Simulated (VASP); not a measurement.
# C (Fd-3m) in VASP: further runs

C is run at these levels: r2SCAN; tasks: single point.

Everything below comes from runs of VASP 6.6.1. Logs are shortened: lines on timing, memory, paths and dates and some standing lists are left out, and cuts for length are marked.

### 1 The cell of the first run

The structure is cubic, space group Fd-3m (No. 227). The conventional cell has a = 3.567 Å, b = 3.567 Å, c = 3.567 Å, α = 90.00°, β = 90.00°, γ = 90.00°. C (site symmetry -43m) has 4 C at 1.54 Å within 2.1 Å.

### 2 Single point, r2SCAN

The input, POSCAR:

```
C
1.0
    0.0000000000      1.7833700000      1.7833700000
    1.7833700000      0.0000000000      1.7833700000
    1.7833700000      1.7833700000      0.0000000000
C
2
Direct
    0.0000000000      0.0000000000      0.0000000000
    0.2500000000      0.2500000000      0.2500000000
```

The input, INCAR.step1:

```
PREC = Accurate
ENCUT = 660
ISMEAR = 0
SIGMA = 0.1
LREAL = False
LASPH = True
NELM = 120
NBANDS = 11
GGA = PE
ALGO = Normal
EDIFF = 1E-5
LWAVE = True
LCHARG = False
GGA_COMPAT = False
```

The input, INCAR.step2:

```
PREC = Accurate
ENCUT = 660
EDIFF = 1E-6
ISMEAR = 0
SIGMA = 0.1
LREAL = False
LASPH = True
NELM = 120
ALGO = Normal
ISIF = 2
LWAVE = False
LCHARG = False
METAGGA = R2SCAN
LMIXTAU = True
NBANDS = 11
ISTART = 1
GGA_COMPAT = False
```

The input, KPOINTS:

```
regular mesh
0
Gamma
  8 8 8
```

Potentials or basis: VASP PAW PBE potentials, release 64 (C).

Run with:

```
$ cat potpaw_PBE.64/C/POTCAR > POTCAR
$ cp INCAR.step1 INCAR
$ mpirun -np 1 vasp_std > vasp.out
$ cp INCAR.step2 INCAR
$ mpirun -np 1 vasp_std > vasp.out
```

OUTCAR:

```text
PREC = Accurate
   ENCUT = 660
   EDIFF = 1E-6
   ISMEAR = 0
   LREAL = False
   LASPH = True
   NELM = 120
   ISIF = 2
   METAGGA = R2SCAN
   ISTART = 1

 ion  position               nearest neighbor table
   1  0.000  0.000  0.000-   2 1.54   2 1.54   2 1.54   2 1.54
   2  0.250  0.250  0.250-   1 1.54   1 1.54   1 1.54   1 1.54

  LATTYP: Found a face centered cubic cell.
 ALAT       =     3.5667400000

  Lattice vectors:

 A1 = (   0.0000000000,   1.7833700000,   1.7833700000)
 A2 = (   1.7833700000,   0.0000000000,   1.7833700000)
 A3 = (   1.7833700000,   1.7833700000,   0.0000000000)

Analysis of symmetry for initial positions (statically):
=====================================================================
 Subroutine PRICEL returns:
 Original cell was already a primitive cell.

 Routine SETGRP: Setting up the symmetry group for a
 face centered cubic supercell.

 Subroutine GETGRP returns: Found 48 space group operations
 (whereof 24 operations were pure point group operations)
 out of a pool of 48 trial point group operations.

The static configuration has the point symmetry T_d .
 The point group associated with its full space group is O_h .

Analysis of symmetry for dynamics (positions and initial velocities):
=====================================================================
 Subroutine PRICEL returns:
 Original cell was already a primitive cell.

 Routine SETGRP: Setting up the symmetry group for a
 face centered cubic supercell.

 Subroutine GETGRP returns: Found 48 space group operations
 (whereof 24 operations were pure point group operations)
 out of a pool of 48 trial point group operations.

The dynamic configuration has the point symmetry T_d .
 The point group associated with its full space group is O_h .

 Subroutine INISYM returns: Found 48 space group operations
 (whereof 24 operations are pure point group operations),
 and found     1 'primitive' translations

----------------------------------------------------------------------------------------

                                     Primitive cell

  volume of cell :      11.3437

  direct lattice vectors                    reciprocal lattice vectors
     0.000000000  1.783370000  1.783370000    -0.280368067  0.280368067  0.280368067
     1.783370000  0.000000000  1.783370000     0.280368067 -0.280368067  0.280368067
     1.783370000  1.783370000  0.000000000     0.280368067  0.280368067 -0.280368067

  length of vectors
     2.522066041  2.522066041  2.522066041     0.485611737  0.485611737  0.485611737

  position of ions in fractional coordinates (direct lattice)
     0.000000000  0.000000000  0.000000000
     0.250000000  0.250000000  0.250000000

  ion indices of the primitive-cell ions
   primitive index   ion index
                 1           1
                 2           2

----------------------------------------------------------------------------------------

 KPOINTS: regular mesh

Automatic generation of k-mesh.
 Grid dimensions read from file:
 generate k-points for:    8    8    8

 Generating k-lattice:

  Cartesian coordinates                     Fractional coordinates (reciprocal lattice)
    -0.035046008  0.035046008  0.035046008     0.125000000  0.000000000  0.000000000
     0.035046008 -0.035046008  0.035046008     0.000000000  0.125000000  0.000000000
     0.035046008  0.035046008 -0.035046008     0.000000000  0.000000000  0.125000000

  Length of vectors
     0.060701467  0.060701467  0.060701467

  Shift w.r.t. Gamma in fractional coordinates (k-lattice)
     0.000000000  0.000000000  0.000000000

 Subroutine IBZKPT returns following result:
 ===========================================

 Found     29 irreducible k-points:

 Following reciprocal coordinates:
            Coordinates               Weight
  0.000000  0.000000  0.000000      1.000000
  0.125000  0.000000  0.000000      8.000000
  0.250000  0.000000  0.000000      8.000000
  0.375000  0.000000  0.000000      8.000000
  0.500000  0.000000  0.000000      4.000000
  0.125000  0.125000  0.000000      6.000000
[... 16 lines left out ...]
  0.500000  0.250000  0.125000     48.000000
 -0.375000  0.250000  0.125000     24.000000
 [... further k-points ...]
   k-points           NKPTS =     29   k-points in BZ     NKDIM =     29   number of bands    NBANDS=     11
   number of dos      NEDOS =    301   number of ions     NIONS =      2
   total plane-waves  NPLWV =  13824
   dimension x,y,z NGX =    24 NGY =   24 NGZ =   24
   dimension x,y,z NGXF=    48 NGYF=   48 NGZF=   48
   ions per type =               2
   NGX,Y,Z   is equivalent  to a cutoff of  15.82, 15.82, 15.82 a.u.
   NGXF,Y,Z  is equivalent  to a cutoff of  31.64, 31.64, 31.64 a.u.
 SYSTEM =  unknown system
   PREC   = accura    normal or accurate (medium, high low for compatibility)
   ISTART =      1    job   : 0-new  1-cont  2-samecut
   ICHARG =      0    charge: 1-file 2-atom 10-const
   ISPIN  =      1    spin polarized calculation?
   LNONCOLLINEAR =      F non collinear calculations
   LSORBIT =      F    spin-orbit coupling
   LASPH  =      T    aspherical Exc in radial PAW
   ENCUT  =  660.0 eV  48.51 Ry    6.96 a.u.   5.28  5.28  5.28*2*pi/ulx,y,z
   NELM   =    120;   NELMIN=  2; NELMDL=  0     # of ELM steps
   EDIFF  = 0.1E-05   stopping-criterion for ELM
   LREAL  =      F    real-space projection
   EDIFFG = 0.1E-04   stopping-criterion for IOM
   NSW    =      0    number of steps for IOM
   IBRION =     -1    ionic relax: 0-MD 1-quasi-New 2-CG
   NFREE  =      0    steps in history (QN), initial steepest desc. (CG)
   ISIF   =      2    stress and relaxation
   ISYM   =      2    0-nonsym 1-usesym 2-fastsym
   POTIM  = 0.5000    time-step for ionic-motion
   TEBEG  =    0.0;   TEEND  =   0.0 temperature during run
   PSTRESS=    0.0 pullay stress
   NELECT =       8.0000    total number of electrons
   NUPDOWN=      -1.0000    fix difference up-down
   EMIN   =  10.00;   EMAX   =-10.00  energy-range for DOS
   EFERMI =   0.00;   METHOD = LEGACY
   ISMEAR =     0;   SIGMA  =   0.10  broadening in eV -4-tet -1-fermi 0-gaus
   EFERMI_NEDOS =   21; number of points for ismear=-14 and -15
   IALGO  =     38    algorithm
   IMIX   =      4    mixing-type and parameters
     AMIX     =   0.40;   BMIX     =  1.00
     AMIX_MAG =   1.60;   BMIX_MAG =  1.00
  volume/ion in A,a.u.               =       5.67        38.28
  Fermi-wavevector in a.u.,A,eV,Ry     =   1.457203  2.753714 28.891161  2.123440
  Thomas-Fermi vector in A             =   2.574032
   LORBIT       =      0    0 simple, 1 ext, 2 COOP (PROOUT), +10 PAW based schemes
   METAGGA = R2SCAN    functional components
   LHFCALC =     F    Hartree Fock is set to
   AEXX    =    0.0000 exact exchange contribution
   IVDW    =     0    specifies the selected vdW correction
   LEPSILON=     F    determine dielectric tensor
   LRPA    =     F    only Hartree local field effects (RPA)
 non-spin polarized calculation
 Gauss-broadening in eV      SIGMA  =   0.10
  energy-cutoff  :      660.00
  volume of cell :       11.34
 maximum number of plane-waves:       445
 NGX is ok and might be reduce to    24
   NGX = 11   NGY = 11   NGZ = 11

 number of electron       8.0000000 magnetization

 Free energy of the ion-electron system (eV)
  ---------------------------------------------------
  ext. energy  EPLUGINS =         0.00000000
  ---------------------------------------------------
  free energy    TOTEN  =       -19.66823965 eV

  energy without entropy =      -19.66823965  energy(sigma->0) =      -19.66823965

 E-fermi :  10.2908     XC(G=0): -14.2567

 val. band max:        9.7102035468   @ k =   0.0000   0.0000   0.0000
 cond. band min:      14.0371306215   @ k =   0.3750   0.3750   0.0000
 fundamental gap:      4.3269270747
 Fermi energy:        10.2908447443

 k-point     1 :       0.0000    0.0000    0.0000
  band No.  band energies     occupation
      1     -12.9835      2.00000
      2       9.7102      2.00000
      3       9.7102      2.00000
      4       9.7102      2.00000
      5      15.5461      0.00000
      6      15.5461      0.00000
      7      15.5461      0.00000
      8      23.5270      0.00000
      9      30.1081      0.00000
     10      37.0995      0.00000
     11      37.0995      0.00000

 k-point     2 :       0.1250    0.0000    0.0000
  band No.  band energies     occupation
      1     -12.5325      2.00000
      2       7.1255      2.00000
      3       9.0133      2.00000
      4       9.0133      2.00000
      5      16.4632      0.00000
      6      16.4632      0.00000
      7      16.9144      0.00000
      8      23.9820      0.00000
      9      30.8068      0.00000
     10      34.0939      0.00000
     11      34.0939      0.00000

 k-point     3 :       0.2500    0.0000    0.0000
  band No.  band energies     occupation
      1     -11.1941      2.00000
      2       2.7047      2.00000
      3       7.8509      2.00000
      4       7.8509      2.00000
      5      17.8883      0.00000
      6      17.8883      0.00000
      7      18.1928      0.00000
      8      25.1363      0.00000
      9      31.6057      0.00000
     10      33.0038      0.00000
     11      33.0038      0.00000
[... 267 lines left out ...]
 k-point    23 :       0.5000    0.2500    0.1250
  band No.  band energies     occupation
      1      -7.9139      2.00000
      2      -0.7366      2.00000
      3       3.0496      2.00000
      4       5.3860      2.00000
      5      18.0870      0.00000
      6      19.8392      0.00000
      7      22.7137      0.00000
      8      23.8182      0.00000
      9      31.0716      0.00000
     10      33.1887      0.00000
     11      37.1743      0.00000

 k-point    24 :      -0.3750    0.2500    0.1250
  band No.  band energies     occupation
      1      -5.9698      2.00000
      2      -3.3102      2.00000
      3       3.0004      2.00000
      4       4.7564      2.00000
      5      18.4776      0.00000
      6      19.5805      0.00000
      7      23.4398      0.00000
      8      25.4513      0.00000
      9      29.0450      0.00000
     10      35.0197      0.00000
     11      37.3191      0.00000

 [... further k-points ...]

------------------------ aborting loop because EDIFF is reached ----------------------------------------

  FORCE on cell =-STRESS in cart. coord.  units (eV):
  Direction    XX          YY          ZZ          XY          YZ          ZX
  --------------------------------------------------------------------------------------
  -------------------------------------------------------------------------------------
  Total       -0.1624659     -0.1624659     -0.1624659      0.0000000      0.0000000      0.0000000
  in kB      -22.9466032    -22.9466032    -22.9466032      0.0000000      0.0000000      0.0000000
  external PRESSURE =     -22.9466032 kB  Pullay stress =       0.0000000 kB

 VOLUME and BASIS-vectors are now :
 -----------------------------------------------------------------------------
  energy-cutoff  :      660.00
  volume of cell :       11.34
      direct lattice vectors                 reciprocal lattice vectors
     0.000000000  1.783370000  1.783370000    -0.280368067  0.280368067  0.280368067
     1.783370000  0.000000000  1.783370000     0.280368067 -0.280368067  0.280368067
     1.783370000  1.783370000  0.000000000     0.280368067  0.280368067 -0.280368067

 POSITION                                       TOTAL-FORCE (eV/Angst)
 -----------------------------------------------------------------------------------
      0.00000      0.00000      0.00000         0.000000      0.000000      0.000000
      0.89168      0.89168      0.89168        -0.000000     -0.000000     -0.000000
 -----------------------------------------------------------------------------------
    total drift:                               -0.000000      0.000000      0.000000

  FREE ENERGIE OF THE ION-ELECTRON SYSTEM (eV)
  ---------------------------------------------------
  free  energy   TOTEN  =       -19.6682396545 eV

  energy  without entropy=      -19.6682396545  energy(sigma->0) =      -19.66823965
```

It took 10 s on 1 thread of Intel Xeon 6975P-C (Granite Rapids), shared host; peak memory 0.12 GiB.

What came out:

* Free energy: -19.6682 eV
* Pressure: -2.3 GPa
* Band gap on the k mesh: 4.33 eV (least direct gap 5.84 eV)

Levels at points of the mesh, in eV from the valence-band top:
```
           k point  band 1  band 2  band 3  band 4  band 5  band 6  band 7  band 8
(0.00, 0.00, 0.00)  -22.69    0.00    0.00    0.00    5.84    5.84    5.84   13.82
(0.50, 0.00, 0.00)  -16.75  -14.04   -2.98   -2.98    8.88    8.88    9.13   16.70
(0.50, 0.50, 0.00)  -13.59  -13.59   -6.66   -6.66    5.00    5.00   17.87   17.87
```

Caveat: the PAW data sets were made with another functional, which shifts forces and pressure a little. r2SCAN opens gaps a little over a GGA but as a rule still falls short of measured ones.

### 3 Single point, r2SCAN

POSCAR is that of step 2.

The input, INCAR.step1:

```
PREC = Accurate ; ENCUT = 660
ISMEAR = 0 ; SIGMA = 0.02
LREAL = False ; LASPH = True
NELM = 120 ; NBANDS = 11
GGA = PE ; ALGO = Normal
EDIFF = 1E-5 ; LWAVE = True
LCHARG = False ; GGA_COMPAT = False
```

The input, INCAR.step2:

```
PREC = Accurate ; ENCUT = 660
EDIFF = 1E-6 ; ISMEAR = 0
SIGMA = 0.02 ; LREAL = False
LASPH = True ; NELM = 120
ALGO = Normal ; ISIF = 2
LWAVE = False ; LCHARG = True
METAGGA = R2SCAN ; LMIXTAU = True
LELF = True ; LVHAR = True
NBANDS = 11 ; ISTART = 1
GGA_COMPAT = False
```

The input, KPOINTS:

```
Automatic mesh
0
Gamma
  12 12 12
```

Potentials or basis: VASP PAW PBE potentials, release 64 (C).

Run with:

```
$ cat potpaw_PBE.64/C/POTCAR > POTCAR
$ cp INCAR.step1 INCAR
$ mpirun -np 1 vasp_std > vasp.out
$ cp INCAR.step2 INCAR
$ mpirun -np 1 vasp_std > vasp.out
```

Wall time 19 s (1 thread of Intel Xeon 6975P-C (Granite Rapids), shared host); peak memory 0.13 GiB.

It converged, with:

* Free energy: -19.6691 eV
* Pressure: -2.3 GPa
* Band gap on the k mesh: 4.34 eV (least direct gap 5.84 eV)

Levels at points of the mesh, in eV from the valence-band top:
```csv
k point,band 2,band 3,band 4,band 5,band 6,band 7
"(0.00, 0.00, 0.00)",0.00,0.00,0.00,5.84,5.84,5.84
"(0.50, 0.00, 0.00)",-14.04,-2.98,-2.98,8.88,8.88,9.13
"(0.50, 0.50, 0.00)",-13.59,-6.66,-6.66,5.00,5.00,17.87
```

Caveat: the PAW data sets were made with another functional, which shifts forces and pressure a little. r2SCAN opens gaps a little over a GGA but as a rule still falls short of measured ones.
